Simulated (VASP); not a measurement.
# TiAl3 in VASP: a series of runs

Runs on TiAl3. Level: PBE. Tasks: single point.

Everything below comes from runs of VASP 6.6.1. Logs are shortened: lines on timing, memory, paths and dates and some standing lists are left out, and cuts for length are marked.

**1. The cell of the first run**

It takes space group Immm (No. 71, orthorhombic). The conventional cell has a = 3.422 Å, b = 3.563 Å, c = 8.622 Å, α = 90.00°, β = 90.00°, γ = 90.00°. Within 3.6 Å of Ti (site symmetry mmm) lie 12 Al at 2.47 to 2.80 Å and 4 Ti at 3.42 to 3.56 Å. Al (site symmetry mmm) has 4 Ti at 2.47 Å and 12 Al at 2.75 to 3.56 Å within 3.6 Å. Al (site symmetry mm2) has 12 Al at 2.47 to 3.56 Å and 4 Ti at 2.75 to 2.80 Å within 3.6 Å.

**2. Single point, PBE (normal strain along x -0.1100, normal strain along y -0.0733)**

INCAR reads:

```
  PREC = Accurate
  ENCUT = 520
  EDIFF = 1E-6
  ISMEAR = 0
  SIGMA = 0.15
  LREAL = False
  LASPH = True
  NELM = 60
  ALGO = Fast
  ISIF = 2
  LWAVE = False
  LCHARG = True
  GGA = PE
  LELF = True
  LVHAR = True
  NBANDS = 18
```

KPOINTS reads:

```
regular mesh
0
Gamma
  14 14 14
```

POSCAR reads:

```
TiAl3
1.0
   -1.7110952925      1.7816539410      4.3111351100
    1.7110952925     -1.7816539410      4.3111351100
    1.7110952925      1.7816539410     -4.3111351100
Ti Al
1 3
Direct
    0.0000000000      0.0000000000      0.0000000000
    0.5000000000      0.5000000000      0.0000000000
    0.7500000000      0.2500000000      0.5000000000
    0.2500000000      0.7500000000      0.5000000000
```

Potentials or basis: VASP PAW PBE potentials, release 64 (Ti_sv, Al).

Command:

```
> cat potpaw_PBE.64/Ti_sv/POTCAR potpaw_PBE.64/Al/POTCAR > POTCAR
> mpirun -np 1 vasp_std > vasp.out
```

OUTCAR:

```text
PREC = Accurate
   ENCUT = 520
   EDIFF = 1E-6
   ISMEAR = 0
   LREAL = False
   LASPH = True
   NELM = 60
   ISIF = 2
   GGA = PE

 ion  position               nearest neighbor table
   1  0.000  0.000  0.000-   2 2.47   2 2.47   2 2.47   2 2.47   4 2.75   3 2.75   3 2.75   4 2.75
                             3 2.80   3 2.80   4 2.80   4 2.80
   2  0.500  0.500  0.000-   1 2.47   1 2.47   1 2.47   1 2.47   3 2.75   4 2.75   4 2.75   3 2.75
                             3 2.80   4 2.80   3 2.80   4 2.80
   3  0.750  0.250  0.500-   4 2.47   4 2.47   4 2.47   4 2.47   1 2.75   2 2.75   2 2.75   1 2.75
                             1 2.80   2 2.80   1 2.80   2 2.80
   4  0.250  0.750  0.500-   3 2.47   3 2.47   3 2.47   3 2.47   2 2.75   1 2.75   1 2.75   2 2.75
                             1 2.80   1 2.80   2 2.80   2 2.80

  LATTYP: Found a body centered orthorhombic cell.
 ALAT       =     3.4221905850
 B/A-ratio  =     1.0412359550
 C/A-ratio  =     2.5195178368

  Lattice vectors:

 A1 = (  -1.7110952925,   1.7816539410,   4.3111351100)
 A2 = (   1.7110952925,  -1.7816539410,   4.3111351100)
 A3 = (   1.7110952925,   1.7816539410,  -4.3111351100)

Analysis of symmetry for initial positions (statically):
=====================================================================
 Subroutine PRICEL returns:
 Original cell was already a primitive cell.

 Routine SETGRP: Setting up the symmetry group for a
 body centered orthorhombic supercell.

 Subroutine GETGRP returns: Found  8 space group operations
 (whereof  8 operations were pure point group operations)
 out of a pool of  8 trial point group operations.

The static configuration has the point symmetry D_2h.

Analysis of symmetry for dynamics (positions and initial velocities):
=====================================================================
 Subroutine PRICEL returns:
 Original cell was already a primitive cell.

 Routine SETGRP: Setting up the symmetry group for a
 body centered orthorhombic supercell.

 Subroutine GETGRP returns: Found  8 space group operations
 (whereof  8 operations were pure point group operations)
 out of a pool of  8 trial point group operations.

The dynamic configuration has the point symmetry D_2h.

 Subroutine INISYM returns: Found  8 space group operations
 (whereof  8 operations are pure point group operations),
 and found     1 'primitive' translations

[... 92 lines left out ...]
   ISPIN  =      1    spin polarized calculation?
   LNONCOLLINEAR =      F non collinear calculations
   LSORBIT =      F    spin-orbit coupling
   LASPH  =      T    aspherical Exc in radial PAW
   ENCUT  =  520.0 eV  38.22 Ry    6.18 a.u.   9.24  9.24  9.24*2*pi/ulx,y,z
   NELM   =     60;   NELMIN=  2; NELMDL= -5     # of ELM steps
   EDIFF  = 0.1E-05   stopping-criterion for ELM
   LREAL  =      F    real-space projection
   EDIFFG = 0.1E-04   stopping-criterion for IOM
   NSW    =      0    number of steps for IOM
   IBRION =     -1    ionic relax: 0-MD 1-quasi-New 2-CG
   NFREE  =      0    steps in history (QN), initial steepest desc. (CG)
   ISIF   =      2    stress and relaxation
   ISYM   =      2    0-nonsym 1-usesym 2-fastsym
   POTIM  = 0.5000    time-step for ionic-motion
   TEBEG  =    0.0;   TEEND  =   0.0 temperature during run
   PSTRESS=    0.0 pullay stress
   NELECT =      21.0000    total number of electrons
   NUPDOWN=      -1.0000    fix difference up-down
   EMIN   =  10.00;   EMAX   =-10.00  energy-range for DOS
   EFERMI =   0.00;   METHOD = LEGACY
   ISMEAR =     0;   SIGMA  =   0.15  broadening in eV -4-tet -1-fermi 0-gaus
   EFERMI_NEDOS =   21; number of points for ismear=-14 and -15
   IALGO  =     68    algorithm
   IMIX   =      4    mixing-type and parameters
     AMIX     =   0.40;   BMIX     =  1.00
     AMIX_MAG =   1.60;   BMIX_MAG =  1.00
  volume/ion in A,a.u.               =      13.14        88.69
  Fermi-wavevector in a.u.,A,eV,Ry     =   1.205679  2.278402 19.778256  1.453661
  Thomas-Fermi vector in A             =   2.341368
   LORBIT       =      0    0 simple, 1 ext, 2 COOP (PROOUT), +10 PAW based schemes
   GGA     = PE    functional components
   LHFCALC =     F    Hartree Fock is set to
   AEXX    =    0.0000 exact exchange contribution
   IVDW    =     0    specifies the selected vdW correction
   LEPSILON=     F    determine dielectric tensor
   LRPA    =     F    only Hartree local field effects (RPA)
 non-spin polarized calculation
 RMM-DIIS sequential band-by-band and
 Gauss-broadening in eV      SIGMA  =   0.15
  energy-cutoff  :      520.00
  volume of cell :       52.57
 maximum number of plane-waves:      1440
 NGX is ok and might be reduce to    40
   NGX = 19   NGY = 19   NGZ = 19

 number of electron      21.0000002 magnetization

 Free energy of the ion-electron system (eV)
  ---------------------------------------------------
  ext. energy  EPLUGINS =         0.00000000
  ---------------------------------------------------
  free energy    TOTEN  =       -19.44277183 eV

  energy without entropy =      -19.43000189  energy(sigma->0) =      -19.43638686

 E-fermi :  10.2964     XC(G=0): -11.5089

 val. band max:       10.2940290672   @ k =   0.3571   0.1429   0.0000
 cond. band min:      10.2979684267   @ k =  -0.4286  -0.3571   0.2857
 fundamental gap:      0.0039393595
 Fermi energy:        10.2963802441

 k-point     1 :       0.0000    0.0000    0.0000
  band No.  band energies     occupation
      1     -45.6300      2.00000
      2     -22.0059      2.00000
      3     -21.9606      2.00000
      4     -21.9516      2.00000
      5      -0.8449      2.00000
      6       6.4386      2.00000
[... 481 lines left out ...]
      5      -0.4231      2.00000
      6       5.4732      2.00000
[... 10 lines left out ...]
     17      15.3952      0.00000
     18      16.8437      0.00000

 [... further k-points ...]
[... 5 lines left out ...]
  --------------------------------------------------------------------------------------
  -------------------------------------------------------------------------------------
  Total       13.9577696     13.1995874      3.6828449     -0.0000000      0.0000000      0.0000000
  in kB      425.3803576    402.2738156    112.2392707     -0.0000000      0.0000000      0.0000000
  external PRESSURE =     313.2978146 kB  Pullay stress =       0.0000000 kB

 VOLUME and BASIS-vectors are now :
 -----------------------------------------------------------------------------
  energy-cutoff  :      520.00
  volume of cell :       52.57
      direct lattice vectors                 reciprocal lattice vectors
    -1.711095293  1.781653941  4.311135110     0.000000000  0.280638113  0.115978736
     1.711095293 -1.781653941  4.311135110     0.292210494  0.000000000  0.115978736
     1.711095293  1.781653941 -4.311135110     0.292210494  0.280638113  0.000000000

 POSITION                                       TOTAL-FORCE (eV/Angst)
 -----------------------------------------------------------------------------------
      0.00000      0.00000      0.00000         0.000000     -0.000000      0.000000
      0.00000      0.00000      4.31114         0.000000     -0.000000      0.000000
     -0.00000      1.78165      2.15557        -0.000000     -0.000000      0.018977
      1.71110      0.00000      2.15557         0.000000      0.000000     -0.018977
 -----------------------------------------------------------------------------------
    total drift:                               -0.000000     -0.000000      0.000000

  FREE ENERGIE OF THE ION-ELECTRON SYSTEM (eV)
  ---------------------------------------------------
  free  energy   TOTEN  =       -19.4427718336 eV

  energy  without entropy=      -19.4300018859  energy(sigma->0) =      -19.43638686
```

stdout:

```text
POSCAR found type information on POSCAR TiAl
 POSCAR found :  2 types and       4 ions
 scaLAPACK will be used
 LDA part: xc-table for (Slater+PW92), standard interpolation
 POSCAR, INCAR and KPOINTS ok, starting setup
 FFT: planning ... GRIDC
 FFT: planning ... GRID_SOFT
 FFT: planning ... GRID
 WAVECAR not read
 entering main loop
WARNING in EDDRMM: call to ZHEGV failed, returncode =   8  4     18
WARNING in EDDRMM: call to ZHEGV failed, returncode =   8  4     15
WARNING in EDDRMM: call to ZHEGV failed, returncode =   8  4     14
WARNING in EDDRMM: call to ZHEGV failed, returncode =   8  4     12
WARNING in EDDRMM: call to ZHEGV failed, returncode =   8  4     14
WARNING in EDDRMM: call to ZHEGV failed, returncode =   6  3     13
WARNING in EDDRMM: call to ZHEGV failed, returncode =   6  3      5
WARNING in EDDRMM: call to ZHEGV failed, returncode =   6  3     14
WARNING in EDDRMM: call to ZHEGV failed, returncode =   8  4     16
WARNING in EDDRMM: call to ZHEGV failed, returncode =   6  3     12
```

It took 26 min on 1 thread of Intel Xeon 6975P-C (Granite Rapids), shared host; peak memory 0.54 GiB.

Results:

* Free energy: -19.4428 eV
* Pressure: 31.3 GPa
* Largest force: 0.019 eV/Å
* Band gap on the k mesh: zero (an odd number of electrons rules out a gap without spin polarisation)

Forces in eV/Å, atoms in the order of the input:
```
Ti   0.000  0.000  0.000
Al   0.000  0.000  0.000
Al   0.000  0.000  0.019
Al   0.000  0.000 -0.019
```

Stress tensor (GPa, compression positive):
```
42.54  0.00  0.00
 0.00 40.23  0.00
 0.00  0.00 11.22
```

Levels at points of the mesh, in eV from the Fermi level:
| k point | band 7 | band 8 | band 9 | band 10 | band 11 | band 12 | band 13 | band 14 |
| --- | --- | --- | --- | --- | --- | --- | --- | --- |
| (0.00, 0.00, 0.00) | -3.66 | -1.70 | -1.36 | -0.71 | 1.13 | 2.12 | 2.36 | 3.15 |
| (0.50, 0.00, 0.00) | -4.25 | -3.50 | -0.78 | -0.68 | 0.95 | 2.32 | 3.18 | 3.23 |
| (0.00, 0.50, 0.00) | -4.21 | -3.24 | -1.13 | -0.79 | 0.71 | 2.57 | 2.78 | 3.12 |
| (0.50, 0.50, 0.00) | -4.57 | -4.37 | -2.63 | -2.57 | -1.47 | 2.34 | 2.35 | 2.75 |
| (0.50, 0.50, 0.50) | -2.07 | -0.70 | -0.52 | 0.18 | 0.70 | 0.99 | 1.21 | 2.94 |

Caveat: the cell differs from its parent crystal (normal strain along x -0.1100, normal strain along y -0.0733); the cell stands under pressure.

**3. Single point, PBE**

This run uses another cell than the first one, of 15.94 Å³/atom.

INCAR reads:

```
SYSTEM = TiAl3
ALGO     = Normal         ! electronic algorithm
EDIFF    = 1E-6           ! SCF threshold, eV
ENCUT    = 520            ! plane-wave cutoff, eV
GGA      = PE             ! functional
ISIF     = 2              ! what is computed and relaxed
ISMEAR   = 0              ! smearing method
LASPH    = .TRUE.         ! aspherical terms in the spheres
LCHARG   = .TRUE.         ! write CHGCAR
LELF     = .TRUE.         ! ELF
LREAL    = .FALSE.        ! projectors in reciprocal space
LVHAR    = .TRUE.       
LWAVE    = .FALSE.        ! write WAVECAR
NBANDS   = 18             ! bands
NELM     = 60             ! most SCF steps
PREC     = Accurate       ! precision mode
SIGMA    = 0.15           ! smearing width, eV
```

KPOINTS reads:

```
k-points
0
G
  14 14 14
  0 0 0
```

POSCAR reads:

```
TiAl3
1.0
   -1.9225789803      1.9225789803      4.3111351100
    1.9225789803     -1.9225789803      4.3111351100
    1.9225789803      1.9225789803     -4.3111351100
Ti Al
1 3
Direct
    0.0000000000      0.0000000000      0.0000000000
    0.5000000000      0.5000000000      0.0000000000
    0.7500000000      0.2500000000      0.5000000000
    0.2500000000      0.7500000000      0.5000000000
```

Potentials or basis: VASP PAW PBE potentials, release 64 (Ti_sv, Al).

Command:

```
> cat potpaw_PBE.64/Ti_sv/POTCAR potpaw_PBE.64/Al/POTCAR > POTCAR
> mpirun -np 1 vasp_std > vasp.out
```

Run time: 7.6 min. Hardware: 1 thread of Intel Xeon 6975P-C (Granite Rapids), shared host; peak memory 0.43 GiB.

The run converged. Its results:

- Free energy: -20.6708 eV
- Pressure: -0.1 GPa
- Band gap on the k mesh: zero (an odd number of electrons rules out a gap without spin polarisation)

Stress tensor (GPa, compression positive):
```
-0.03  0.00  0.00
 0.00 -0.03  0.00
 0.00  0.00 -0.15
```

Levels at points of the mesh, in eV from the Fermi level:
| k point | band 7 | band 8 | band 9 | band 10 | band 11 | band 12 | band 13 | band 14 | band 15 | band 16 |
| --- | --- | --- | --- | --- | --- | --- | --- | --- | --- | --- |
| (0.00, 0.00, 0.00) | -2.62 | -1.38 | -1.22 | -1.22 | 0.82 | 1.71 | 1.71 | 2.23 | 2.35 | 3.71 |
| (0.50, 0.00, 0.00) | -3.58 | -2.97 | -1.05 | -0.26 | 0.50 | 1.77 | 2.06 | 2.67 | 3.13 | 4.41 |
| (0.50, 0.50, 0.00) | -4.37 | -3.73 | -2.70 | -2.20 | -0.98 | 1.73 | 1.91 | 2.66 | 2.77 | 3.11 |
| (0.50, 0.50, 0.50) | -1.98 | -0.93 | -0.93 | -0.23 | 0.70 | 0.70 | 0.93 | 3.04 | 4.61 | 6.02 |
